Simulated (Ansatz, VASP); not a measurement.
# One calculation of Na2LiScCl6, two programs

INCAR

```
PREC = Accurate
ENCUT = 750
EDIFF = 1E-6
ISMEAR = 0
SIGMA = 0.01
LREAL = F
LASPH = T
NELM = 120
ALGO = Normal
ISIF = 2
LWAVE = F
LCHARG = F
GGA = CA
NBANDS = 46
GGA_COMPAT = F
```

File KPOINTS:

```
Automatic mesh
0
Gamma
  3 3 3
```

POSCAR

```
Na2LiScCl6
1.0
    0.0000000000      4.9911100000      4.9911100000
    4.9911100000      0.0000000000      4.9911100000
    4.9911100000      4.9911100000      0.0000000000
Na Li Sc Cl
2 1 1 6
Direct
    0.7500000000      0.7500000000      0.7500000000
    0.2500000000      0.2500000000      0.2500000000
    0.5000000000      0.5000000000      0.5000000000
    0.0000000000      0.0000000000      0.0000000000
    0.7517900000      0.2482100000      0.2482100000
    0.2482100000      0.2482100000      0.7517900000
    0.7517900000      0.7517900000      0.2482100000
    0.2482100000      0.7517900000      0.2482100000
    0.7517900000      0.2482100000      0.7517900000
    0.2482100000      0.7517900000      0.7517900000
```

Input for Ansatz:

```yaml
crystal:
  lattice:
    bravais: fcc
    a: 9.98222
  space_group: 225
  atoms:
    - { symbol: Na, position: [0.25, 0.25, 0.75] }
    - { symbol: Li, position: [0.5, 0.0, 0.0] }
    - { symbol: Sc, position: [0.0, 0.0, 0.0] }
    - { symbol: Cl, position: [0.24821, 0.0, 0.0] }
  reduce_to_primitive: true
kpoints:
  mp_grid:
    grid: [3, 3, 3]
hamiltonian:
  xc: lda
scf:
  n_extra_bands: 26
  occupations:
    method: fixed
output:
  dos:
    de: 0.1
    method:
      smearing:
        sigma: 0.15
    projected: true
```

Alike in both runs: task single point; functional LDA; k mesh 3 × 3 × 3; no spin polarisation.

|  | VASP | Ansatz |
| --- | --- | --- |
| version | VASP 6.6.1 | Ansatz 0.2.0 |
| potentials or method | VASP PAW LDA potentials, release 64 (Na_pv, Li_sv, Sc_sv, Cl) | plane waves, PAW |
| plane-wave cutoff (eV) | 750 | 420 |
| occupations | gaussian, width 0.01 eV | fixed |
| valence electrons in the cell | 70 | 74 |

|  | VASP | Ansatz | Ansatz less VASP |
| --- | --- | --- | --- |
| gap on the k mesh at the Fermi level (eV) | 3.58 | 3.58 | -0.002 |

LDA's correlation is that of Perdew and Zunger in VASP and of Perdew and Wang (1992) in Ansatz. VASP's potentials hold 70 valence electrons a cell and Ansatz's 74, so a difference there can come from the potentials and not from the codes.
